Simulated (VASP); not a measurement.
# K (P6/mmm) in VASP: further runs

K is run at these levels: PBE; tasks: single point.

Program: VASP 6.6.1. These are calculated values, not measurements. Logs are shortened: lines on timing, memory, paths and dates and some standing lists are left out, and cuts for length are marked.

**1. The cell of the first run**

The structure is hexagonal, space group P6/mmm (No. 191). The conventional cell has a = 4.421 Å, b = 4.421 Å, c = 4.147 Å, α = 90.00°, β = 90.00°, γ = 120.00°. K (site symmetry 6/mmm) has 8 K at 4.15 to 4.42 Å within 5.4 Å.

**2. Single point, PBE**

Input file INCAR:

```
SYSTEM = K
  ALGO = Normal
  EDIFF = 1E-7
  ENCUT = 520
  GGA = PE
  ISIF = 2
  ISMEAR = -1
  LASPH = .True.
  LCHARG = .False.
  LREAL = .False.
  LWAVE = .False.
  NBANDS = 10
  NELM = 100
  PREC = Accurate
  SIGMA = 0.05
```

Input file KPOINTS:

```
k-points
0
Gamma
  10 10 9
  0 0 0
```

Input file POSCAR:

```
K
1.0
    4.4205093239      0.0000000000      0.0000000000
   -2.2102546619      3.8282733721      0.0000000000
    0.0000000000      0.0000000000      4.1465240773
K
1
Direct
    0.0000000000      0.0000000000      0.0000000000
```

Potentials or basis: VASP PAW PBE potentials, release 64 (K_sv).

On the command line:

```
cat potpaw_PBE.64/K_sv/POTCAR > POTCAR
mpirun -np 1 vasp_std > vasp.out
```

OUTCAR:

```text
SYSTEM = K
   EDIFF = 1E-7
   ENCUT = 520
   GGA = PE
   ISIF = 2
   ISMEAR = -1
   LASPH = .True.
   LREAL = .False.
   NELM = 100
   PREC = Accurate

 ion  position               nearest neighbor table
   1  0.000  0.000  0.000-

  LATTYP: Found a hexagonal cell.
 ALAT       =     4.4205093239
 C/A-ratio  =     0.9380195298

  Lattice vectors:

 A1 = (   4.4205093239,   0.0000000000,   0.0000000000)
 A2 = (  -2.2102546619,   3.8282733721,   0.0000000000)
 A3 = (   0.0000000000,   0.0000000000,   4.1465240773)

Analysis of symmetry for initial positions (statically):
=====================================================================
 Subroutine PRICEL returns:
 Original cell was already a primitive cell.

 Routine SETGRP: Setting up the symmetry group for a
 hexagonal supercell.

 Subroutine GETGRP returns: Found 24 space group operations
 (whereof 24 operations were pure point group operations)
 out of a pool of 24 trial point group operations.

The static configuration has the point symmetry D_6h.

Analysis of symmetry for dynamics (positions and initial velocities):
=====================================================================
 Subroutine PRICEL returns:
 Original cell was already a primitive cell.

 Routine SETGRP: Setting up the symmetry group for a
 hexagonal supercell.

 Subroutine GETGRP returns: Found 24 space group operations
 (whereof 24 operations were pure point group operations)
 out of a pool of 24 trial point group operations.

The dynamic configuration has the point symmetry D_6h.

 Subroutine INISYM returns: Found 24 space group operations
 (whereof 24 operations are pure point group operations),
 and found     1 'primitive' translations

----------------------------------------------------------------------------------------

                                     Primitive cell

  volume of cell :      70.1713

  direct lattice vectors                    reciprocal lattice vectors
     4.420509324  0.000000000  0.000000000     0.226218276  0.130607183  0.000000000
    -2.210254662  3.828273372  0.000000000     0.000000000  0.261214366  0.000000000
     0.000000000  0.000000000  4.146524077     0.000000000  0.000000000  0.241165849

  length of vectors
     4.420509324  4.420509324  4.146524077     0.261214366  0.261214366  0.241165849

  position of ions in fractional coordinates (direct lattice)
     0.000000000  0.000000000  0.000000000

  ion indices of the primitive-cell ions
   primitive index   ion index
                 1           1

----------------------------------------------------------------------------------------

 KPOINTS: k-points

Automatic generation of k-mesh.
 Grid dimensions read from file:
 generate k-points for:   10   10    9

 Generating k-lattice:

  Cartesian coordinates                     Fractional coordinates (reciprocal lattice)
     0.022621828  0.013060718  0.000000000     0.100000000  0.000000000  0.000000000
     0.000000000  0.026121437  0.000000000     0.000000000  0.100000000  0.000000000
     0.000000000  0.000000000  0.026796205     0.000000000  0.000000000  0.111111111

  Length of vectors
     0.026121437  0.026121437  0.026796205

  Shift w.r.t. Gamma in fractional coordinates (k-lattice)
     0.000000000  0.000000000  0.000000000

 Subroutine IBZKPT returns following result:
 ===========================================

 Found     70 irreducible k-points:

 Following reciprocal coordinates:
            Coordinates               Weight
  0.000000  0.000000  0.000000      1.000000
  0.100000  0.000000  0.000000      6.000000
  0.200000  0.000000  0.000000      6.000000
  0.300000  0.000000  0.000000      6.000000
  0.400000  0.000000  0.000000      6.000000
  0.500000  0.000000  0.000000      3.000000
[... 16 lines left out ...]
  0.300000  0.100000  0.111111     24.000000
  0.400000  0.100000  0.111111     24.000000
 [... further k-points ...]
   k-points           NKPTS =     70   k-points in BZ     NKDIM =     70   number of bands    NBANDS=     10
   number of dos      NEDOS =    301   number of ions     NIONS =      1
   total plane-waves  NPLWV =  41472
   dimension x,y,z NGX =    36 NGY =   36 NGZ =   32
   dimension x,y,z NGXF=    72 NGYF=   72 NGZF=   64
   ions per type =               1
   NGX,Y,Z   is equivalent  to a cutoff of  13.54, 13.54, 12.83 a.u.
   NGXF,Y,Z  is equivalent  to a cutoff of  27.08, 27.08, 25.66 a.u.
 SYSTEM =  K
   PREC   = accura    normal or accurate (medium, high low for compatibility)
   ISTART =      0    job   : 0-new  1-cont  2-samecut
   ICHARG =      2    charge: 1-file 2-atom 10-const
   ISPIN  =      1    spin polarized calculation?
   LNONCOLLINEAR =      F non collinear calculations
   LSORBIT =      F    spin-orbit coupling
   LASPH  =      T    aspherical Exc in radial PAW
   ENCUT  =  520.0 eV  38.22 Ry    6.18 a.u.   8.22  8.22  7.71*2*pi/ulx,y,z
   NELM   =    100;   NELMIN=  2; NELMDL= -5     # of ELM steps
   EDIFF  = 0.1E-06   stopping-criterion for ELM
   LREAL  =      F    real-space projection
   EDIFFG = 0.1E-05   stopping-criterion for IOM
   NSW    =      0    number of steps for IOM
   IBRION =     -1    ionic relax: 0-MD 1-quasi-New 2-CG
   NFREE  =      0    steps in history (QN), initial steepest desc. (CG)
   ISIF   =      2    stress and relaxation
   ISYM   =      2    0-nonsym 1-usesym 2-fastsym
   POTIM  = 0.5000    time-step for ionic-motion
   TEBEG  =    0.0;   TEEND  =   0.0 temperature during run
   PSTRESS=    0.0 pullay stress
   NELECT =       9.0000    total number of electrons
   NUPDOWN=      -1.0000    fix difference up-down
   EMIN   =  10.00;   EMAX   =-10.00  energy-range for DOS
   EFERMI =   0.00;   METHOD = LEGACY
   ISMEAR =    -1;   SIGMA  =   0.05  broadening in eV -4-tet -1-fermi 0-gaus
   EFERMI_NEDOS =   21; number of points for ismear=-14 and -15
   IALGO  =     38    algorithm
   IMIX   =      4    mixing-type and parameters
     AMIX     =   0.40;   BMIX     =  1.00
     AMIX_MAG =   1.60;   BMIX_MAG =  1.00
  volume/ion in A,a.u.               =      70.17       473.54
  Fermi-wavevector in a.u.,A,eV,Ry     =   0.825599  1.560156  9.273919  0.681614
  Thomas-Fermi vector in A             =   1.937486
   LORBIT       =      0    0 simple, 1 ext, 2 COOP (PROOUT), +10 PAW based schemes
   GGA     = PE    functional components
   LHFCALC =     F    Hartree Fock is set to
   AEXX    =    0.0000 exact exchange contribution
   IVDW    =     0    specifies the selected vdW correction
   LEPSILON=     F    determine dielectric tensor
   LRPA    =     F    only Hartree local field effects (RPA)
 non-spin polarized calculation
  energy-cutoff  :      520.00
  volume of cell :       70.17
 maximum number of plane-waves:      1910
 NGX is ok and might be reduce to    36
   NGX = 17   NGY = 17   NGZ = 15

 number of electron       8.9999999 magnetization

 Free energy of the ion-electron system (eV)
  ---------------------------------------------------
  ext. energy  EPLUGINS =         0.00000000
  ---------------------------------------------------
  free energy    TOTEN  =        -0.98467253 eV

  energy without entropy =       -0.97746687  energy(sigma->0) =       -0.98106970

 E-fermi :   0.0135     XC(G=0):  -5.7614

 val. band max:       -0.0510853910   @ k =   0.4000   0.0000   0.2222
 cond. band min:       0.0153604186   @ k =   0.2000   0.0000   0.4444
 fundamental gap:      0.0664458096
 Fermi energy:         0.0135156108

 k-point     1 :       0.0000    0.0000    0.0000
  band No.  band energies     occupation
      1     -32.2065      2.00000
      2     -15.6433      2.00000
      3     -15.6433      2.00000
      4     -15.6402      2.00000
      5      -2.2231      2.00000
      6       3.0161      0.00000
      7       4.2270      0.00000
      8       4.2270      0.00000
      9       6.5087      0.00000
     10       6.5090      0.00000

 k-point     2 :       0.1000    0.0000    0.0000
  band No.  band energies     occupation
      1     -32.2059      2.00000
      2     -15.6527      2.00000
      3     -15.6455      2.00000
      4     -15.6392      2.00000
      5      -2.1036      2.00000
      6       3.0536      0.00000
      7       3.8614      0.00000
      8       4.3180      0.00000
      9       6.0281      0.00000
     10       6.4783      0.00000

 k-point     3 :       0.2000    0.0000    0.0000
  band No.  band energies     occupation
      1     -32.2044      2.00000
      2     -15.6769      2.00000
      3     -15.6512      2.00000
      4     -15.6367      2.00000
      5      -1.7531      2.00000
      6       3.0317      0.00000
      7       3.2039      0.00000
      8       4.5815      0.00000
      9       5.5507      0.00000
     10       6.4010      0.00000

 k-point     4 :       0.3000    0.0000    0.0000
  band No.  band energies     occupation
      1     -32.2026      2.00000
      2     -15.7066      2.00000
      3     -15.6582      2.00000
      4     -15.6335      2.00000
      5      -1.1946      2.00000
      6       2.2219      0.00000
      7       3.1714      0.00000
      8       4.9866      0.00000
      9       5.2060      0.00000
     10       6.3119      0.00000
[... 222 lines left out ...]
 k-point    22 :       0.2000    0.1000    0.1111
  band No.  band energies     occupation
      1     -32.2024      2.00000
      2     -15.6926      2.00000
      3     -15.6568      2.00000
      4     -15.6486      2.00000
      5      -1.2964      2.00000
      6       2.6937      0.00000
      7       3.1352      0.00000
      8       4.4889      0.00000
      9       5.1575      0.00000
     10       5.9394      0.00000

 k-point    23 :       0.3000    0.1000    0.1111
  band No.  band energies     occupation
      1     -32.2008      2.00000
      2     -15.7174      2.00000
      3     -15.6648      2.00000
      4     -15.6455      2.00000
      5      -0.6573      2.00000
      6       1.8791      0.00000
      7       3.0899      0.00000
      8       4.4861      0.00000
      9       5.2567      0.00000
     10       5.9337      0.00000

 k-point    24 :       0.4000    0.1000    0.1111
  band No.  band energies     occupation
      1     -32.1998      2.00000
      2     -15.7326      2.00000
      3     -15.6698      2.00000
      4     -15.6436      2.00000
      5       0.1264      0.18950
      6       1.0018      0.00000
      7       2.9777      0.00000
      8       4.6186      0.00000
      9       5.2106      0.00000
     10       6.1833      0.00000

 [... further k-points ...]

------------------------ aborting loop because EDIFF is reached ----------------------------------------

  FORCE on cell =-STRESS in cart. coord.  units (eV):
  Direction    XX          YY          ZZ          XY          YZ          ZX
  --------------------------------------------------------------------------------------
  -------------------------------------------------------------------------------------
  Total        0.1403142      0.1403142      0.1398180      0.0000000     -0.0000000      0.0000000
  in kB        3.2037076      3.2037076      3.1923770      0.0000000     -0.0000000      0.0000000
  external PRESSURE =       3.1999307 kB  Pullay stress =       0.0000000 kB

 VOLUME and BASIS-vectors are now :
 -----------------------------------------------------------------------------
  energy-cutoff  :      520.00
  volume of cell :       70.17
      direct lattice vectors                 reciprocal lattice vectors
     4.420509324  0.000000000  0.000000000     0.226218276  0.130607183  0.000000000
    -2.210254662  3.828273372  0.000000000     0.000000000  0.261214366  0.000000000
     0.000000000  0.000000000  4.146524077     0.000000000  0.000000000  0.241165849

 POSITION                                       TOTAL-FORCE (eV/Angst)
 -----------------------------------------------------------------------------------
      0.00000      0.00000      0.00000         0.000000      0.000000      0.000000
 -----------------------------------------------------------------------------------
    total drift:                                0.000000      0.000000     -0.000000

  FREE ENERGIE OF THE ION-ELECTRON SYSTEM (eV)
  ---------------------------------------------------
  free  energy   TOTEN  =        -0.9846725309 eV

  energy  without entropy=       -0.9774668661  energy(sigma->0) =       -0.98106970
```

It took 39 s on 1 thread of Intel Xeon Platinum 8259CL at 2.50GHz (Skylake/Cascade Lake), shared host; peak memory 0.2 GiB.

What came out:

| Quantity | Value |
| --- | --- |
| Free energy | -0.9847 eV |
| Pressure | 0.3 GPa |

**3. Single point, PBE**

Input file INCAR:

```
PREC = Accurate ; ENCUT = 520
EDIFF = 1E-7 ; ISMEAR = -1
SIGMA = 0.05 ; LREAL = F
LASPH = T ; NELM = 100
ALGO = Normal ; ISIF = 2
LWAVE = F ; LCHARG = F
GGA = PE ; NBANDS = 10
```

Input file KPOINTS:

```
regular mesh
0
Gamma
  10 10 9
```

POSCAR is that of step 2.

Potentials or basis: VASP PAW PBE potentials, release 64 (K_sv).

On the command line:

```
cat potpaw_PBE.64/K_sv/POTCAR > POTCAR
mpirun -np 1 vasp_std > vasp.out
```

Run time: 38 s. Hardware: 1 thread of Intel Xeon Platinum 8259CL at 2.50GHz (Skylake/Cascade Lake), shared host; peak memory 0.2 GiB.

It converged, with:

```
Free energy : -0.9847 eV
Pressure    : 0.3 GPa
```

Levels at points of the mesh, in eV from the Fermi level:
| k point | band 2 | band 3 | band 4 | band 5 | band 6 | band 7 | band 8 | band 9 |
| --- | --- | --- | --- | --- | --- | --- | --- | --- |
| (0.00, 0.00, 0.00) | -15.66 | -15.66 | -15.65 | -2.24 | 3.00 | 4.21 | 4.21 | 6.50 |
| (0.50, 0.00, 0.00) | -15.75 | -15.68 | -15.64 | 0.28 | 0.49 | 3.03 | 4.92 | 5.77 |
